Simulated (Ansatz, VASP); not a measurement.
GaP: VASP beside Ansatz

The input INCAR:

```
SYSTEM = GaP
ALGO     = Normal         ! electronic algorithm
EDIFF    = 1E-6           ! SCF threshold, eV
ENCUT    = 520            ! plane-wave cutoff, eV
GGA      = CA             ! functional
ISIF     = 2              ! what is computed and relaxed
ISMEAR   = 0              ! smearing method
LASPH    = .True.         ! aspherical terms in the spheres
LCHARG   = .True.         ! write CHGCAR
LELF     = .True.         ! ELF
LREAL    = .False.        ! projectors in reciprocal space
LVHAR    = .True.       
LWAVE    = .False.        ! write WAVECAR
NBANDS   = 26             ! bands
NELM     = 60             ! most SCF steps
PREC     = Accurate       ! precision mode
SIGMA    = 0.05           ! smearing width, eV
```

File KPOINTS:

```
k-points
0
Gamma
  9 9 9
  0 0 0
```

Contents of POSCAR:

```
GaP
1.0
    1.7695739060      1.0216639710      7.0493925834
   -1.7695739060      1.0216639710      7.0493925834
    0.0000000000     -2.0433279419      7.0493925834
Ga P
2 2
Direct
    0.4359784395      0.4359784395      0.4359784395
    0.5640215605      0.5640215605      0.5640215605
    0.0580350955      0.0580350955      0.0580350955
    0.9419649045      0.9419649045      0.9419649045
```

Input for Ansatz:

```yaml
crystal:
  lattice:
    - [1.769573906, 1.021663971, 7.0493925834]
    - [-1.769573906, 1.021663971, 7.0493925834]
    - [0.0, -2.0433279419, 7.0493925834]
  atoms:
    - { symbol: Ga, position: [0.4359784395, 0.4359784395, 0.4359784395] }
    - { symbol: Ga, position: [0.5640215605, 0.5640215605, 0.5640215605] }
    - { symbol: P, position: [0.0580350955, 0.0580350955, 0.0580350955] }
    - { symbol: P, position: [0.9419649045, 0.9419649045, 0.9419649045] }
basis:
  ecutwfc: 420
kpoints:
  mp_grid: { grid: [9, 9, 9] }
hamiltonian:
  xc: lda
  pseudopotentials: { kind: paw, azcp: { folder: soft_1 } }
scf:
  occupations: { method: gaussian, width: 0.05 }
output:
  forces: true
  stress: true
  eigenvalues: true
  write_density: true
  write_potential: true
  elf: true
  volumetric_format: npy
```

Alike in both runs: task single point; functional LDA; k mesh 9 × 9 × 9; occupations gaussian, width 0.05 eV; no spin polarisation.

```csv
,VASP,Ansatz
version,VASP 6.6.1,Ansatz 0.2.0
potentials or method,"VASP PAW LDA potentials, release 64 (Ga_d, P), cutoff 520 eV","scalar-relativistic, plane waves, PAW"
valence electrons in the cell,36,36
```

|  | VASP | Ansatz | Ansatz less VASP |
| --- | --- | --- | --- |
| gap on the k mesh at the Fermi level (eV) | none | none | - |
| pressure (GPa) | 5.6 | 5.5 | -0.11 |
| traceless stress, the component that is largest in VASP (GPa) | -20.06 | -19.99 | +0.068 |
| rms of the force components (eV/Å) | 0.640 | 0.632 | -0.0077 |

Ansatz warns that its potentials were made for another functional, while VASP's fit it. LDA's correlation is that of Perdew and Zunger in VASP and of Perdew and Wang (1992) in Ansatz. Atom by atom the forces differ by 0.008 eV/Å (rms over components). A gap of «none» marks a metal or a gap that the smearing closes.
